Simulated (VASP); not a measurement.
A run of VASP 6.6.1 is set up as follows.

INCAR

```
SYSTEM = In3SbAs2
ALGO     = Fast           ! electronic algorithm
EDIFF    = 1E-7           ! SCF threshold, eV
EDIFFG   = -0.01          ! ionic threshold
ENCUT    = 600            ! plane-wave cutoff, eV
GGA      = PE             ! functional
IBRION   = 2              ! ionic algorithm
ISIF     = 3              ! what is computed and relaxed
ISMEAR   = 0              ! smearing method
LASPH    = .TRUE.         ! aspherical terms in the spheres
LCHARG   = .FALSE.        ! write CHGCAR
LREAL    = .FALSE.        ! projectors in reciprocal space
LWAVE    = .FALSE.        ! write WAVECAR
NELM     = 80             ! most SCF steps
NSW      = 100            ! ionic steps
PREC     = Accurate       ! precision mode
SIGMA    = 0.1            ! smearing width, eV
```

Contents of KPOINTS:

```
k-points
0
G
  12 12 4
  0 0 0
```

Contents of POSCAR:

```
In3SbAs2
1.0
    4.4842621988      0.0000000000      0.0000000000
   -2.2421310994      3.8834849814      0.0000000000
    0.0000000000      0.0000000000     10.9468863440
In Sb As
3 1 2
Direct
    0.0000000000      0.0000000000      0.9873115938
    0.3333333333      0.6666666667      0.6660378961
    0.6666666667      0.3333333333      0.3466695586
    0.0000000000      0.0000000000      0.2483930792
    0.3333333333      0.6666666667      0.9112701969
    0.6666666667      0.3333333333      0.5903176753
```

Potentials or basis: VASP PAW PBE potentials, release 64 (In_d, Sb, As).

Launch:

```bash
$ cat potpaw_PBE.64/In_d/POTCAR potpaw_PBE.64/Sb/POTCAR potpaw_PBE.64/As/POTCAR > POTCAR
$ mpirun -np 1 vasp_std > vasp.out
```

**Question.** Estimate the relaxed cell.

**Answer.** a = 4.483 Å, b = 4.483 Å, c = 10.991 Å, α = 90.00°, β = 90.00°, γ = 120.00°.

**Question.** Estimate the band gap on the k mesh.

**Answer.** Zero (filled and empty bands touch).

**Question.** Estimate the relaxed volume.

**Answer.** 31.88 Å³/atom.

Forces in eV/Å, atoms in the order of the input:
```
In   0.000  0.000  0.005
In   0.000  0.000 -0.006
In   0.000  0.000  0.000
Sb   0.000  0.000 -0.002
As   0.000  0.000  0.006
As   0.000  0.000 -0.002
```

Caveat: semilocal functionals underestimate gaps, and a narrow one can read as zero; spin-orbit coupling is left out, which moves the levels of the heavy elements.
